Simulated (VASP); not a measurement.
# BAs (pbe) (F-43m) in VASP: notebook

Runs on BAs (pbe). Level: PBE. Tasks: single point, relaxation of cell and atoms.

Program: VASP 6.6.1. These are calculated values, not measurements. Logs are shortened: lines on timing, memory, paths and dates and some standing lists are left out, and cuts for length are marked.

### 1 The cell of the first run

The structure is cubic, space group F-43m (No. 216). The conventional cell has a = 4.809 Å, b = 4.809 Å, c = 4.809 Å, α = 90.00°, β = 90.00°, γ = 90.00°. Within 2.8 Å of B (site symmetry -43m) lie 4 As at 2.08 Å. As (site symmetry -43m) has 4 B at 2.08 Å within 2.8 Å.

### 2 Single point, PBE

INCAR reads:

```
SYSTEM = BAs
ALGO = Normal
EDIFF = 1E-6
ENCUT = 500
GGA = PE
GGA_COMPAT = .FALSE.
ISIF = 2
ISMEAR = 0
LASPH = .TRUE.
LCHARG = .FALSE.
LREAL = .FALSE.
LWAVE = .FALSE.
NBANDS = 11
NELM = 120
PREC = Accurate
SIGMA = 0.02
```

KPOINTS reads:

```
k-points
0
G
  8 8 8
  0 0 0
```

POSCAR reads:

```
BAs
1.0
    0.0000000000      2.4045577721      2.4045577721
    2.4045577721      0.0000000000      2.4045577721
    2.4045577721      2.4045577721      0.0000000000
B As
1 1
Direct
    0.0000000000      0.0000000000      0.0000000000
    0.2500000000      0.2500000000      0.2500000000
```

Potentials or basis: VASP PAW PBE potentials, release 64 (B, As).

The run is started by

```
$ cat potpaw_PBE.64/B/POTCAR potpaw_PBE.64/As/POTCAR > POTCAR
$ mpirun -np 1 vasp_std > vasp.out
```

OUTCAR:

```text
SYSTEM = BAs
   EDIFF = 1E-6
   ENCUT = 500
   GGA = PE
   ISIF = 2
   ISMEAR = 0
   LASPH = .TRUE.
   LREAL = .FALSE.
   NELM = 120
   PREC = Accurate

 ion  position               nearest neighbor table
   1  0.000  0.000  0.000-   2 2.08   2 2.08   2 2.08   2 2.08
   2  0.250  0.250  0.250-   1 2.08   1 2.08   1 2.08   1 2.08

  LATTYP: Found a face centered cubic cell.
 ALAT       =     4.8091155442

  Lattice vectors:

 A1 = (   0.0000000000,   2.4045577721,   2.4045577721)
 A2 = (   2.4045577721,   0.0000000000,   2.4045577721)
 A3 = (   2.4045577721,   2.4045577721,   0.0000000000)

Analysis of symmetry for initial positions (statically):
=====================================================================
 Subroutine PRICEL returns:
 Original cell was already a primitive cell.

 Routine SETGRP: Setting up the symmetry group for a
 face centered cubic supercell.

 Subroutine GETGRP returns: Found 24 space group operations
 (whereof 24 operations were pure point group operations)
 out of a pool of 48 trial point group operations.

The static configuration has the point symmetry T_d .

Analysis of symmetry for dynamics (positions and initial velocities):
=====================================================================
 Subroutine PRICEL returns:
 Original cell was already a primitive cell.

 Routine SETGRP: Setting up the symmetry group for a
 face centered cubic supercell.

 Subroutine GETGRP returns: Found 24 space group operations
 (whereof 24 operations were pure point group operations)
 out of a pool of 48 trial point group operations.

The dynamic configuration has the point symmetry T_d .

 Subroutine INISYM returns: Found 24 space group operations
 (whereof 24 operations are pure point group operations),
 and found     1 'primitive' translations

----------------------------------------------------------------------------------------

                                     Primitive cell

  volume of cell :      27.8058

  direct lattice vectors                    reciprocal lattice vectors
     0.000000000  2.404557772  2.404557772    -0.207938443  0.207938443  0.207938443
     2.404557772  0.000000000  2.404557772     0.207938443 -0.207938443  0.207938443
     2.404557772  2.404557772  0.000000000     0.207938443  0.207938443 -0.207938443

  length of vectors
     3.400558213  3.400558213  3.400558213     0.360159949  0.360159949  0.360159949

  position of ions in fractional coordinates (direct lattice)
     0.000000000  0.000000000  0.000000000
     0.250000000  0.250000000  0.250000000

  ion indices of the primitive-cell ions
   primitive index   ion index
                 1           1
                 2           2

----------------------------------------------------------------------------------------

 KPOINTS: k-points

Automatic generation of k-mesh.
 Grid dimensions read from file:
 generate k-points for:    8    8    8

 Generating k-lattice:

  Cartesian coordinates                     Fractional coordinates (reciprocal lattice)
    -0.025992305  0.025992305  0.025992305     0.125000000  0.000000000  0.000000000
     0.025992305 -0.025992305  0.025992305     0.000000000  0.125000000  0.000000000
     0.025992305  0.025992305 -0.025992305     0.000000000  0.000000000  0.125000000

  Length of vectors
     0.045019994  0.045019994  0.045019994

  Shift w.r.t. Gamma in fractional coordinates (k-lattice)
     0.000000000  0.000000000  0.000000000

 Subroutine IBZKPT returns following result:
 ===========================================

 Found     29 irreducible k-points:

 Following reciprocal coordinates:
            Coordinates               Weight
  0.000000  0.000000  0.000000      1.000000
  0.125000  0.000000  0.000000      8.000000
  0.250000  0.000000  0.000000      8.000000
  0.375000  0.000000  0.000000      8.000000
  0.500000  0.000000  0.000000      4.000000
  0.125000  0.125000  0.000000      6.000000
[... 16 lines left out ...]
  0.500000  0.250000  0.125000     48.000000
 -0.375000  0.250000  0.125000     24.000000
 [... further k-points ...]
   k-points           NKPTS =     29   k-points in BZ     NKDIM =     29   number of bands    NBANDS=     11
   number of dos      NEDOS =    301   number of ions     NIONS =      2
   total plane-waves  NPLWV =  21952
   dimension x,y,z NGX =    28 NGY =   28 NGZ =   28
   dimension x,y,z NGXF=    56 NGYF=   56 NGZF=   56
   ions per type =               1   1
   NGX,Y,Z   is equivalent  to a cutoff of  13.69, 13.69, 13.69 a.u.
   NGXF,Y,Z  is equivalent  to a cutoff of  27.38, 27.38, 27.38 a.u.
 SYSTEM =  BAs
   PREC   = accura    normal or accurate (medium, high low for compatibility)
   ISTART =      0    job   : 0-new  1-cont  2-samecut
   ICHARG =      2    charge: 1-file 2-atom 10-const
   ISPIN  =      1    spin polarized calculation?
   LNONCOLLINEAR =      F non collinear calculations
   LSORBIT =      F    spin-orbit coupling
   LASPH  =      T    aspherical Exc in radial PAW
   ENCUT  =  500.0 eV  36.75 Ry    6.06 a.u.   6.20  6.20  6.20*2*pi/ulx,y,z
   NELM   =    120;   NELMIN=  2; NELMDL= -5     # of ELM steps
   EDIFF  = 0.1E-05   stopping-criterion for ELM
   LREAL  =      F    real-space projection
   EDIFFG = 0.1E-04   stopping-criterion for IOM
   NSW    =      0    number of steps for IOM
   IBRION =     -1    ionic relax: 0-MD 1-quasi-New 2-CG
   NFREE  =      0    steps in history (QN), initial steepest desc. (CG)
   ISIF   =      2    stress and relaxation
   ISYM   =      2    0-nonsym 1-usesym 2-fastsym
   POTIM  = 0.5000    time-step for ionic-motion
   TEBEG  =    0.0;   TEEND  =   0.0 temperature during run
   PSTRESS=    0.0 pullay stress
   NELECT =       8.0000    total number of electrons
   NUPDOWN=      -1.0000    fix difference up-down
   EMIN   =  10.00;   EMAX   =-10.00  energy-range for DOS
   EFERMI =   0.00;   METHOD = LEGACY
   ISMEAR =     0;   SIGMA  =   0.02  broadening in eV -4-tet -1-fermi 0-gaus
   EFERMI_NEDOS =   21; number of points for ismear=-14 and -15
   IALGO  =     38    algorithm
   IMIX   =      4    mixing-type and parameters
     AMIX     =   0.40;   BMIX     =  1.00
     AMIX_MAG =   1.60;   BMIX_MAG =  1.00
  volume/ion in A,a.u.               =      13.90        93.82
  Fermi-wavevector in a.u.,A,eV,Ry     =   1.080753  2.042326 15.891960  1.168026
  Thomas-Fermi vector in A             =   2.216752
   LORBIT       =      0    0 simple, 1 ext, 2 COOP (PROOUT), +10 PAW based schemes
   GGA     = PE    functional components
   LHFCALC =     F    Hartree Fock is set to
   AEXX    =    0.0000 exact exchange contribution
   IVDW    =     0    specifies the selected vdW correction
   LEPSILON=     F    determine dielectric tensor
   LRPA    =     F    only Hartree local field effects (RPA)
 non-spin polarized calculation
 Gauss-broadening in eV      SIGMA  =   0.02
  energy-cutoff  :      500.00
  volume of cell :       27.81
 maximum number of plane-waves:       725
 NGX is ok and might be reduce to    28
   NGX = 13   NGY = 13   NGZ = 13

 number of electron       8.0000000 magnetization

 Free energy of the ion-electron system (eV)
  ---------------------------------------------------
  ext. energy  EPLUGINS =         0.00000000
  ---------------------------------------------------
  free energy    TOTEN  =       -11.41097347 eV

  energy without entropy =      -11.41097347  energy(sigma->0) =      -11.41097347

 E-fermi :   6.0469     XC(G=0): -10.4969

 val. band max:        5.9072415138   @ k =   0.0000   0.0000   0.0000
 cond. band min:       7.1153590483   @ k =   0.3750   0.3750   0.0000
 fundamental gap:      1.2081175345
 Fermi energy:         6.0469184951

 k-point     1 :       0.0000    0.0000    0.0000
  band No.  band energies     occupation
      1      -9.3124      2.00000
      2       5.9072      2.00000
      3       5.9072      2.00000
      4       5.9072      2.00000
      5       9.1584      0.00000
      6       9.1584      0.00000
      7       9.1584      0.00000
      8      10.3399      0.00000
      9      15.3933      0.00000
     10      18.7763      0.00000
     11      18.7763      0.00000

 k-point     2 :       0.1250    0.0000    0.0000
  band No.  band energies     occupation
      1      -9.0611      2.00000
      2       3.9607      2.00000
      3       5.4788      2.00000
      4       5.4788      2.00000
      5       9.2208      0.00000
      6       9.7234      0.00000
      7       9.7234      0.00000
      8      11.6732      0.00000
      9      16.3218      0.00000
     10      17.4706      0.00000
     11      17.4706      0.00000

 k-point     3 :       0.2500    0.0000    0.0000
  band No.  band energies     occupation
      1      -8.3305      2.00000
      2       1.0311      2.00000
      3       4.7814      2.00000
      4       4.7814      2.00000
      5       8.8675      0.00000
      6      10.5145      0.00000
      7      10.5145      0.00000
      8      13.6629      0.00000
      9      17.0837      0.00000
     10      17.0837      0.00000
     11      17.0968      0.00000

 k-point     4 :       0.3750    0.0000    0.0000
  band No.  band energies     occupation
      1      -7.2502      2.00000
      2      -1.5011      2.00000
      3       4.2902      2.00000
      4       4.2902      2.00000
      5       8.5822      0.00000
      6      10.7059      0.00000
      7      10.7059      0.00000
      8      14.6680      0.00000
      9      17.5830      0.00000
     10      18.4972      0.00000
     11      18.4972      0.00000
[... 239 lines left out ...]
 k-point    22 :       0.3750    0.2500    0.1250
  band No.  band energies     occupation
      1      -7.6917      2.00000
      2       0.7521      2.00000
      3       2.2684      2.00000
      4       3.9227      2.00000
      5       9.1126      0.00000
      6      11.0088      0.00000
      7      11.8263      0.00000
      8      12.9904      0.00000
      9      16.5279      0.00000
     10      19.1154      0.00000
     11      19.9220      0.00000

 k-point    23 :       0.5000    0.2500    0.1250
  band No.  band energies     occupation
      1      -6.6501      2.00000
      2      -1.1665      2.00000
      3       1.5482      2.00000
      4       3.2268      2.00000
      5       9.7215      0.00000
      6      10.9029      0.00000
      7      12.3587      0.00000
      8      13.8708      0.00000
      9      17.2117      0.00000
     10      19.1054      0.00000
     11      21.2283      0.00000

 k-point    24 :      -0.3750    0.2500    0.1250
  band No.  band energies     occupation
      1      -5.9527      2.00000
      2      -2.2577      2.00000
      3       1.4221      2.00000
      4       2.9004      2.00000
      5       9.8350      0.00000
      6      10.6167      0.00000
      7      13.2562      0.00000
      8      14.8096      0.00000
      9      16.1786      0.00000
     10      19.9616      0.00000
     11      21.0067      0.00000

 [... further k-points ...]

------------------------ aborting loop because EDIFF is reached ----------------------------------------

  FORCE on cell =-STRESS in cart. coord.  units (eV):
  Direction    XX          YY          ZZ          XY          YZ          ZX
  --------------------------------------------------------------------------------------
  -------------------------------------------------------------------------------------
  Total        0.1058826      0.1058826      0.1058826     -0.0000000      0.0000000      0.0000000
  in kB        6.1009784      6.1009784      6.1009784     -0.0000000      0.0000000      0.0000000
  external PRESSURE =       6.1009784 kB  Pullay stress =       0.0000000 kB

 VOLUME and BASIS-vectors are now :
 -----------------------------------------------------------------------------
  energy-cutoff  :      500.00
  volume of cell :       27.81
      direct lattice vectors                 reciprocal lattice vectors
     0.000000000  2.404557772  2.404557772    -0.207938443  0.207938443  0.207938443
     2.404557772  0.000000000  2.404557772     0.207938443 -0.207938443  0.207938443
     2.404557772  2.404557772  0.000000000     0.207938443  0.207938443 -0.207938443

 POSITION                                       TOTAL-FORCE (eV/Angst)
 -----------------------------------------------------------------------------------
      0.00000      0.00000      0.00000        -0.000000      0.000000     -0.000000
      1.20228      1.20228      1.20228         0.000000     -0.000000      0.000000
 -----------------------------------------------------------------------------------
    total drift:                               -0.000000     -0.000000     -0.000000

  FREE ENERGIE OF THE ION-ELECTRON SYSTEM (eV)
  ---------------------------------------------------
  free  energy   TOTEN  =       -11.4109734682 eV

  energy  without entropy=      -11.4109734682  energy(sigma->0) =      -11.41097347
```

It took 10 s on 1 thread of Intel Xeon 6975P-C (Granite Rapids), shared host; peak memory 0.15 GiB.

What came out:

```
Free energy            : -11.4110 eV
Pressure               : 0.6 GPa
Band gap on the k mesh : 1.21 eV, indirect (least direct gap 3.25 eV)
```

Levels at points of the mesh, in eV from the valence-band top:
```tsv
k point	band 1	band 2	band 3	band 4	band 5	band 6	band 7	band 8	band 9
(0.00, 0.00, 0.00)	-15.22	0.00	0.00	0.00	3.25	3.25	3.25	4.43	9.49
(0.50, 0.00, 0.00)	-12.42	-8.64	-1.79	-1.79	2.58	4.76	4.76	8.82	12.57
(0.50, 0.50, 0.00)	-11.13	-8.42	-4.00	-4.00	1.45	1.46	11.18	11.18	12.69
```

### 3 Single point, PBE

INCAR reads:

```
SYSTEM = BAs
PREC     = Accurate       ! precision mode
ENCUT    = 500            ! plane-wave cutoff, eV
EDIFF    = 1E-6           ! SCF threshold, eV
ISMEAR   = 0              ! smearing method
SIGMA    = 0.01           ! smearing width, eV
LREAL    = .False.        ! projectors in reciprocal space
LASPH    = .True.         ! aspherical terms in the spheres
NELM     = 120            ! most SCF steps
ALGO     = Normal         ! electronic algorithm
ISIF     = 2              ! what is computed and relaxed
LWAVE    = .False.        ! write WAVECAR
LCHARG   = .True.         ! write CHGCAR
GGA      = PE             ! functional
LELF     = .True.         ! ELF
LVHAR    = .True.       
NBANDS   = 11             ! bands
GGA_COMPAT= .False.
```

KPOINTS reads:

```
Automatic mesh
0
Gamma
  8 8 8
  0 0 0
```

POSCAR is that of step 2.

Potentials or basis: VASP PAW PBE potentials, release 64 (B, As).

The run is started by

```
$ cat potpaw_PBE.64/B/POTCAR potpaw_PBE.64/As/POTCAR > POTCAR
$ mpirun -np 1 vasp_std > vasp.out
```

Run time: 11 s. Hardware: 1 thread of Intel Xeon 6975P-C (Granite Rapids), shared host; peak memory 0.15 GiB.

Results (log left out):

* Free energy: -11.4110 eV
* Pressure: 0.6 GPa
* Band gap on the k mesh: 1.21 eV, indirect (least direct gap 3.25 eV)

Levels at points of the mesh, in eV from the valence-band top:
```csv
k point,band 1,band 2,band 3,band 4,band 5,band 6,band 7,band 8
"(0.00, 0.00, 0.00)",-15.22,0.00,0.00,0.00,3.25,3.25,3.25,4.43
"(0.50, 0.00, 0.00)",-12.42,-8.64,-1.79,-1.79,2.58,4.76,4.76,8.82
"(0.50, 0.50, 0.00)",-11.13,-8.42,-4.00,-4.00,1.45,1.46,11.18,11.18
```

A k mesh can miss the band edges. Expect the measured gap to be larger: semilocal functionals such as PBE lack the derivative discontinuity.

### 4 Single point, PBE

INCAR reads:

```
PREC = Accurate
ENCUT = 500
EDIFF = 1E-6
ISMEAR = 0
SIGMA = 0.01
LREAL = False
LASPH = True
NELM = 120
ALGO = Normal
ISIF = 2
LWAVE = False
LCHARG = False
GGA = PE
NBANDS = 11
GGA_COMPAT = False
```

KPOINTS reads:

```
regular mesh
0
Gamma
  8 8 8
```

POSCAR is that of step 3.

The run is started by

```
$ cat potpaw_PBE.64/B/POTCAR potpaw_PBE.64/As/POTCAR > POTCAR
$ mpirun -np 1 vasp_std > vasp.out
```

Run time: 11 s. Hardware: 1 thread of Intel Xeon 6975P-C (Granite Rapids), shared host; peak memory 0.15 GiB.

The run converged. Its results:

| Quantity | Value |
| --- | --- |
| Free energy | -11.4110 eV |
| Pressure | 0.6 GPa |
| Band gap on the k mesh | 1.21 eV, indirect (least direct gap 3.25 eV) |

Levels at points of the mesh, in eV from the valence-band top:
```csv
k point,band 1,band 2,band 3,band 4,band 5,band 6,band 7,band 8,band 9
"(0.00, 0.00, 0.00)",-15.22,0.00,0.00,0.00,3.25,3.25,3.25,4.43,9.49
"(0.50, 0.00, 0.00)",-12.42,-8.64,-1.79,-1.79,2.58,4.76,4.76,8.82,12.57
"(0.50, 0.50, 0.00)",-11.13,-8.42,-4.00,-4.00,1.45,1.46,11.18,11.18,12.69
```

### 5 Relaxation of cell and atoms, PBE

This run uses another cell than the first one, of 13.63 Å³/atom, 0.980 times its volume.

INCAR reads:

```
PREC = Accurate ; ENCUT = 500
EDIFF = 1E-7 ; ISMEAR = 0
SIGMA = 0.02 ; LREAL = F
LASPH = T ; NELM = 120
ALGO = Normal ; ISIF = 3
LWAVE = F ; LCHARG = F
GGA = PE ; IBRION = 2
NSW = 100 ; EDIFFG = -0.002
GGA_COMPAT = F ; NELMIN = 4
```

KPOINTS reads:

```
Automatic mesh
0
Gamma
  8 8 8
```

POSCAR reads:

```
BAs
1.0
    0.0000000000      2.3885000000      2.3885000000
    2.3885000000      0.0000000000      2.3885000000
    2.3885000000      2.3885000000      0.0000000000
B As
1 1
Direct
    0.0000000000      0.0000000000      0.0000000000
    0.2500000000      0.2500000000      0.2500000000
```

The run is started by

```
$ cat potpaw_PBE.64/B/POTCAR potpaw_PBE.64/As/POTCAR > POTCAR
$ mpirun -np 1 vasp_std > vasp.out
```

Wall time 21 s (1 thread of Intel Xeon 6975P-C (Granite Rapids), shared host); peak memory 0.16 GiB.

The run converged. Its results:

```yaml
Free_energy: -11.4111 eV
Relaxed_volume: 13.97 Å³/atom
Relaxed_cell: a = 3.406 Å, b = 3.406 Å, c = 3.406 Å, α = 60.00°, β = 60.00°, γ = 60.00°
Space_group_after_relaxing_to_0.05_Å: F-43m (No. 216)
Energy_gained_by_relaxing: 3.6 meV/atom
Ionic_steps: 3
Pressure_after_relaxing: 0.0 GPa
Band_gap_on_the_k_mesh: 1.21 eV, indirect (least direct gap 3.25 eV)
```

Step by step:
```csv
step,energy change (eV),largest force (eV/Å),pressure (GPa),volume (Å³)
1,0.0000,0.0000,3.44,27.25
2,-0.0037,0.0000,-2.20,28.42
3,-0.0071,0.0000,0.01,27.93
```

Final structure:
```
B As
1.0
     0.00000    2.40824    2.40824
     2.40824    0.00000    2.40824
     2.40824    2.40824    0.00000
B As
1 1
Cartesian
  0.0000 0.0000 0.0000
  1.2041 1.2041 1.2041
```

Levels at points of the mesh, in eV from the valence-band top:
| k point | band 1 | band 2 | band 3 | band 4 | band 5 | band 6 | band 7 | band 8 |
| --- | --- | --- | --- | --- | --- | --- | --- | --- |
| (0.00, 0.00, 0.00) | -15.18 | 0.00 | 0.00 | 0.00 | 3.25 | 3.25 | 3.25 | 4.38 |
| (0.50, 0.00, 0.00) | -12.40 | -8.61 | -1.78 | -1.78 | 2.55 | 4.75 | 4.75 | 8.81 |
| (0.50, 0.50, 0.00) | -11.12 | -8.39 | -3.98 | -3.98 | 1.46 | 1.46 | 11.13 | 11.13 |

A k mesh can miss the band edges. PBE gaps usually lie below the measured ones, often by a third to a half.

### 6 The runs side by side

| task | cell | smearing | gap on the mesh (eV) | pressure (GPa) |
| --- | --- | --- | --- | --- |
| single point | a = 3.401 Å, angles 60.0°, 2 atoms | gaussian 0.02 eV | 1.21 | 0.6 |
| single point | a = 3.401 Å, angles 60.0°, 2 atoms | gaussian 0.01 eV | 1.21 | 0.6 |
| relaxation of cell and atoms | relaxed from a = 3.378 Å, angles 60.0°, 2 atoms | gaussian 0.02 eV | 1.21 | 0.0 |

Alike in all rows: level PBE; potentials or basis VASP PAW PBE potentials, release 64 (B, As); no spin polarisation; k mesh 8 × 8 × 8; cutoff (eV) 500.

Absolute energies hang on the potentials; compare differences alone.
